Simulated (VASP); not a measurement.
# TaSi (zincblende type) in VASP: notebook

The runs below take TaSi (zincblende type) through single point, relaxation of cell and atoms, with PBE.

Everything below comes from runs of VASP 6.6.1. Logs are shortened: lines on timing, memory, paths and dates and some standing lists are left out, and cuts for length are marked.

## 1. The cell of the first run

It takes space group F-43m (No. 216, cubic). Conventional cell: a = 5.770 Å, b = 5.770 Å, c = 5.770 Å, α = 90.00°, β = 90.00°, γ = 90.00°. Within 3.3 Å of Ta (site symmetry -43m) lie 4 Si at 2.50 Å. Within 3.3 Å of Si (site symmetry -43m) lie 4 Ta at 2.50 Å.

## 2. Single point, PBE

Input file INCAR:

```
ALGO     = Normal         # electronic algorithm
EDIFF    = 1E-6           # SCF threshold, eV
ENCUT    = 520            # plane-wave cutoff, eV
GGA      = PE             # functional
ISIF     = 2              # what is computed and relaxed
ISMEAR   = -1             # smearing method
LASPH    = True           # aspherical terms in the spheres
LCHARG   = False          # write CHGCAR
LREAL    = False          # projectors in reciprocal space
LWAVE    = False          # write WAVECAR
NBANDS   = 14             # bands
NELM     = 60             # most SCF steps
PREC     = Accurate       # precision mode
SIGMA    = 0.08           # smearing width, eV
```

Input file KPOINTS:

```
k-points
0
Gamma
  10 10 10
```

Input file POSCAR:

```
TaSi
1.0
    0.0000000000      2.8851912417      2.8851912417
    2.8851912417      0.0000000000      2.8851912417
    2.8851912417      2.8851912417      0.0000000000
Ta Si
1 1
Direct
    0.0000000000      0.0000000000      0.0000000000
    0.2500000000      0.2500000000      0.2500000000
```

Potentials or basis: VASP PAW PBE potentials, release 64 (Ta_pv, Si).

The run is started by

```bash
> cat potpaw_PBE.64/Ta_pv/POTCAR potpaw_PBE.64/Si/POTCAR > POTCAR
> mpirun -np 1 vasp_std > vasp.out
```

OUTCAR:

```text
EDIFF = 1E-6
   ENCUT = 520
   GGA = PE
   ISIF = 2
   ISMEAR = -1
   LASPH = True
   LREAL = False
   NELM = 60
   PREC = Accurate

 ion  position               nearest neighbor table
   1  0.000  0.000  0.000-   2 2.50   2 2.50   2 2.50   2 2.50
   2  0.250  0.250  0.250-   1 2.50   1 2.50   1 2.50   1 2.50

  LATTYP: Found a face centered cubic cell.
 ALAT       =     5.7703824834

  Lattice vectors:

 A1 = (   0.0000000000,   2.8851912417,   2.8851912417)
 A2 = (   2.8851912417,   0.0000000000,   2.8851912417)
 A3 = (   2.8851912417,   2.8851912417,   0.0000000000)

Analysis of symmetry for initial positions (statically):
=====================================================================
 Subroutine PRICEL returns:
 Original cell was already a primitive cell.

 Routine SETGRP: Setting up the symmetry group for a
 face centered cubic supercell.

 Subroutine GETGRP returns: Found 24 space group operations
 (whereof 24 operations were pure point group operations)
 out of a pool of 48 trial point group operations.

The static configuration has the point symmetry T_d .

Analysis of symmetry for dynamics (positions and initial velocities):
=====================================================================
 Subroutine PRICEL returns:
 Original cell was already a primitive cell.

 Routine SETGRP: Setting up the symmetry group for a
 face centered cubic supercell.

 Subroutine GETGRP returns: Found 24 space group operations
 (whereof 24 operations were pure point group operations)
 out of a pool of 48 trial point group operations.

The dynamic configuration has the point symmetry T_d .

 Subroutine INISYM returns: Found 24 space group operations
 (whereof 24 operations are pure point group operations),
 and found     1 'primitive' translations

----------------------------------------------------------------------------------------

                                     Primitive cell

  volume of cell :      48.0346

  direct lattice vectors                    reciprocal lattice vectors
     0.000000000  2.885191242  2.885191242    -0.173298738  0.173298738  0.173298738
     2.885191242  0.000000000  2.885191242     0.173298738 -0.173298738  0.173298738
     2.885191242  2.885191242  0.000000000     0.173298738  0.173298738 -0.173298738

  length of vectors
     4.080276584  4.080276584  4.080276584     0.300162218  0.300162218  0.300162218

  position of ions in fractional coordinates (direct lattice)
     0.000000000  0.000000000  0.000000000
     0.250000000  0.250000000  0.250000000

  ion indices of the primitive-cell ions
   primitive index   ion index
                 1           1
                 2           2

----------------------------------------------------------------------------------------

 KPOINTS: k-points

Automatic generation of k-mesh.
 Grid dimensions read from file:
 generate k-points for:   10   10   10

 Generating k-lattice:

  Cartesian coordinates                     Fractional coordinates (reciprocal lattice)
    -0.017329874  0.017329874  0.017329874     0.100000000  0.000000000  0.000000000
     0.017329874 -0.017329874  0.017329874     0.000000000  0.100000000  0.000000000
     0.017329874  0.017329874 -0.017329874     0.000000000  0.000000000  0.100000000

  Length of vectors
     0.030016222  0.030016222  0.030016222

  Shift w.r.t. Gamma in fractional coordinates (k-lattice)
     0.000000000  0.000000000  0.000000000

 Subroutine IBZKPT returns following result:
 ===========================================

 Found     47 irreducible k-points:

 Following reciprocal coordinates:
            Coordinates               Weight
  0.000000  0.000000  0.000000      1.000000
  0.100000  0.000000  0.000000      8.000000
  0.200000  0.000000  0.000000      8.000000
  0.300000  0.000000  0.000000      8.000000
  0.400000  0.000000  0.000000      8.000000
  0.500000  0.000000  0.000000      4.000000
[... 16 lines left out ...]
  0.300000  0.300000  0.000000      6.000000
  0.400000  0.300000  0.000000     24.000000
 [... further k-points ...]
   k-points           NKPTS =     47   k-points in BZ     NKDIM =     47   number of bands    NBANDS=     14
   number of dos      NEDOS =    301   number of ions     NIONS =      2
   total plane-waves  NPLWV =  27000
   dimension x,y,z NGX =    30 NGY =   30 NGZ =   30
   dimension x,y,z NGXF=    60 NGYF=   60 NGZF=   60
   ions per type =               1   1
   NGX,Y,Z   is equivalent  to a cutoff of  12.22, 12.22, 12.22 a.u.
   NGXF,Y,Z  is equivalent  to a cutoff of  24.45, 24.45, 24.45 a.u.
 SYSTEM =  unknown system
   PREC   = accura    normal or accurate (medium, high low for compatibility)
   ISTART =      0    job   : 0-new  1-cont  2-samecut
   ICHARG =      2    charge: 1-file 2-atom 10-const
   ISPIN  =      1    spin polarized calculation?
   LNONCOLLINEAR =      F non collinear calculations
   LSORBIT =      F    spin-orbit coupling
   LASPH  =      T    aspherical Exc in radial PAW
   ENCUT  =  520.0 eV  38.22 Ry    6.18 a.u.   7.59  7.59  7.59*2*pi/ulx,y,z
   NELM   =     60;   NELMIN=  2; NELMDL= -5     # of ELM steps
   EDIFF  = 0.1E-05   stopping-criterion for ELM
   LREAL  =      F    real-space projection
   EDIFFG = 0.1E-04   stopping-criterion for IOM
   NSW    =      0    number of steps for IOM
   IBRION =     -1    ionic relax: 0-MD 1-quasi-New 2-CG
   NFREE  =      0    steps in history (QN), initial steepest desc. (CG)
   ISIF   =      2    stress and relaxation
   ISYM   =      2    0-nonsym 1-usesym 2-fastsym
   POTIM  = 0.5000    time-step for ionic-motion
   TEBEG  =    0.0;   TEEND  =   0.0 temperature during run
   PSTRESS=    0.0 pullay stress
   NELECT =      15.0000    total number of electrons
   NUPDOWN=      -1.0000    fix difference up-down
   EMIN   =  10.00;   EMAX   =-10.00  energy-range for DOS
   EFERMI =   0.00;   METHOD = LEGACY
   ISMEAR =    -1;   SIGMA  =   0.08  broadening in eV -4-tet -1-fermi 0-gaus
   EFERMI_NEDOS =   21; number of points for ismear=-14 and -15
   IALGO  =     38    algorithm
   IMIX   =      4    mixing-type and parameters
     AMIX     =   0.40;   BMIX     =  1.00
     AMIX_MAG =   1.60;   BMIX_MAG =  1.00
  volume/ion in A,a.u.               =      24.02       162.08
  Fermi-wavevector in a.u.,A,eV,Ry     =   1.110676  2.098873 16.784157  1.233601
  Thomas-Fermi vector in A             =   2.247230
   LORBIT       =      0    0 simple, 1 ext, 2 COOP (PROOUT), +10 PAW based schemes
   GGA     = PE    functional components
   LHFCALC =     F    Hartree Fock is set to
   AEXX    =    0.0000 exact exchange contribution
   IVDW    =     0    specifies the selected vdW correction
   LEPSILON=     F    determine dielectric tensor
   LRPA    =     F    only Hartree local field effects (RPA)
 non-spin polarized calculation
  energy-cutoff  :      520.00
  volume of cell :       48.03
 maximum number of plane-waves:      1308
   NGX = 15   NGY = 15   NGZ = 15

 number of electron      15.0000003 magnetization

 Free energy of the ion-electron system (eV)
  ---------------------------------------------------
  ext. energy  EPLUGINS =         0.00000000
  ---------------------------------------------------
  free energy    TOTEN  =       -15.20079616 eV

  energy without entropy =      -15.16578592  energy(sigma->0) =      -15.18329104

 E-fermi :   3.6226     XC(G=0):  -9.8667

 val. band max:        3.5875851409   @ k =   0.5000   0.3000   0.1000
 cond. band min:       3.6324835235   @ k =   0.3000   0.2000   0.1000
 fundamental gap:      0.0448983826
 Fermi energy:         3.6225791168

 k-point     1 :       0.0000    0.0000    0.0000
  band No.  band energies     occupation
      1     -31.1831      2.00000
      2     -31.1831      2.00000
      3     -31.1831      2.00000
      4      -5.4333      2.00000
      5       1.4258      2.00000
      6       1.4258      2.00000
      7       1.4258      2.00000
      8       4.1985      0.00149
      9       4.1985      0.00149
     10       8.2668      0.00000
     11      10.4755      0.00000
     12      10.4755      0.00000
     13      10.4755      0.00000
     14      12.1725      0.00000

 k-point     2 :       0.1000    0.0000    0.0000
  band No.  band energies     occupation
      1     -31.1868      2.00000
      2     -31.1837      2.00000
      3     -31.1837      2.00000
      4      -5.3067      2.00000
      5       1.2751      2.00000
      6       1.4836      2.00000
      7       1.4836      2.00000
      8       4.1542      0.00260
      9       4.1542      0.00260
     10       8.5562      0.00000
     11       9.7164      0.00000
     12      10.5074      0.00000
     13      10.5074      0.00000
     14      11.8811      0.00000

 k-point     3 :       0.2000    0.0000    0.0000
  band No.  band energies     occupation
      1     -31.1965      2.00000
      2     -31.1852      2.00000
      3     -31.1852      2.00000
      4      -4.9509      2.00000
      5       0.9271      2.00000
      6       1.6199      2.00000
      7       1.6199      2.00000
      8       4.1064      0.00472
      9       4.1064      0.00472
     10       7.9360      0.00000
     11       9.4020      0.00000
     12      10.1619      0.00000
     13      10.1619      0.00000
     14      11.5258      0.00000
[... 324 lines left out ...]
 k-point    23 :       0.3000    0.3000    0.0000
  band No.  band energies     occupation
      1     -31.2081      2.00000
      2     -31.1927      2.00000
      3     -31.1927      2.00000
      4      -4.0837      2.00000
      5       0.1929      2.00000
      6       2.2212      2.00000
      7       2.2212      2.00000
      8       3.0027      1.99914
      9       4.8410      0.00000
     10       6.9262      0.00000
     11       7.4718      0.00000
     12       7.4718      0.00000
     13      10.7201      0.00000
     14      11.8047      0.00000

 k-point    24 :       0.4000    0.3000    0.0000
  band No.  band energies     occupation
      1     -31.2135      2.00000
      2     -31.1956      2.00000
      3     -31.1944      2.00000
      4      -3.6802      2.00000
      5       0.0215      2.00000
      6       2.2012      2.00000
      7       2.4329      2.00000
      8       3.1694      1.99309
      9       4.9760      0.00000
     10       5.4524      0.00000
     11       6.9348      0.00000
     12       7.3324      0.00000
     13      11.2631      0.00000
     14      12.1163      0.00000

 [... further k-points ...]

------------------------ aborting loop because EDIFF is reached ----------------------------------------

  FORCE on cell =-STRESS in cart. coord.  units (eV):
  Direction    XX          YY          ZZ          XY          YZ          ZX
  --------------------------------------------------------------------------------------
  -------------------------------------------------------------------------------------
  Total        0.0069985      0.0069985      0.0069985     -0.0000000      0.0000000      0.0000000
  in kB        0.2334321      0.2334321      0.2334321     -0.0000000      0.0000000      0.0000000
  external PRESSURE =       0.2334321 kB  Pullay stress =       0.0000000 kB

 VOLUME and BASIS-vectors are now :
 -----------------------------------------------------------------------------
  energy-cutoff  :      520.00
  volume of cell :       48.03
      direct lattice vectors                 reciprocal lattice vectors
     0.000000000  2.885191242  2.885191242    -0.173298738  0.173298738  0.173298738
     2.885191242  0.000000000  2.885191242     0.173298738 -0.173298738  0.173298738
     2.885191242  2.885191242  0.000000000     0.173298738  0.173298738 -0.173298738

 POSITION                                       TOTAL-FORCE (eV/Angst)
 -----------------------------------------------------------------------------------
      0.00000      0.00000      0.00000         0.000000     -0.000000      0.000000
      1.44260      1.44260      1.44260        -0.000000      0.000000     -0.000000
 -----------------------------------------------------------------------------------
    total drift:                               -0.000000     -0.000000      0.000000

  FREE ENERGIE OF THE ION-ELECTRON SYSTEM (eV)
  ---------------------------------------------------
  free  energy   TOTEN  =       -15.2007961558 eV

  energy  without entropy=      -15.1657859191  energy(sigma->0) =      -15.18329104
```

Run time: 52 s. Hardware: 1 thread of Intel Xeon 8259CL, shared host; peak memory 0.18 GiB.

Results:

```yaml
Free_energy: -15.2008 eV
Pressure: 0.0 GPa
Band_gap_on_the_k_mesh: zero (an odd number of electrons rules out a gap without spin polarisation)
```

Caveat: spin-orbit coupling is left out, which moves the levels of the heavy elements.

[end of part 1 of 3]
